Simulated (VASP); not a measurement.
Here is a VASP 6.6.1 calculation.

The input INCAR:

```
PREC = Accurate
ENCUT = 520
EDIFF = 1E-7
ISMEAR = 0
SIGMA = 0.05
LREAL = False
LASPH = True
NELM = 150
ALGO = Normal
ISIF = 2
LWAVE = False
LCHARG = False
ISPIN = 2
MAGMOM = 0 7 0 0
LORBIT = 11
LMAXMIX = 6
LDAU = True
LDAUTYPE = 2
LDAUL = -1 3 -1
LDAUU = 0 7 0
LDAUJ = 0 0 0
LDAUPRINT = 1
GGA = PS
NBANDS = 32
```

The input KPOINTS:

```
Automatic mesh
0
Gamma
  5 5 5
```

Contents of POSCAR:

```
RbGdSe2
1.0
    2.1406524700      1.2359062800      7.7713853500
   -2.1406524700      1.2359062800      7.7713853500
    0.0000000000     -2.4718125600      7.7713853500
Rb Gd Se
1 1 2
Direct
    0.5000000000      0.5000000000      0.5000000000
    0.0000000000      0.0000000000      0.0000000000
    0.2667000000      0.2667000000      0.2667000000
    0.7333000000      0.7333000000      0.7333000000
```

Potentials or basis: VASP PAW PBE potentials, release 64 (Rb_sv, Gd, Se).

Run with:

```console
$ cat potpaw_PBE.64/Rb_sv/POTCAR potpaw_PBE.64/Gd/POTCAR potpaw_PBE.64/Se/POTCAR > POTCAR
$ mpirun -np 1 vasp_std > vasp.out
```

(1) Estimate the largest force.

(2) Predict the net moment.

(3) Predict the site moments.

(4) Predict the pressure.

Answers

(1) 0.095 eV/Å.

(2) 7.00 μB per cell.

(3) Rb -0.00; Gd +6.88; Se -0.04 μB.

(4) -0.7 GPa.

Caveat: the PAW data sets were made with another functional, which shifts forces and pressure a little; a cell with one magnetic atom can't hold antiferromagnetic order, which such compounds often take.
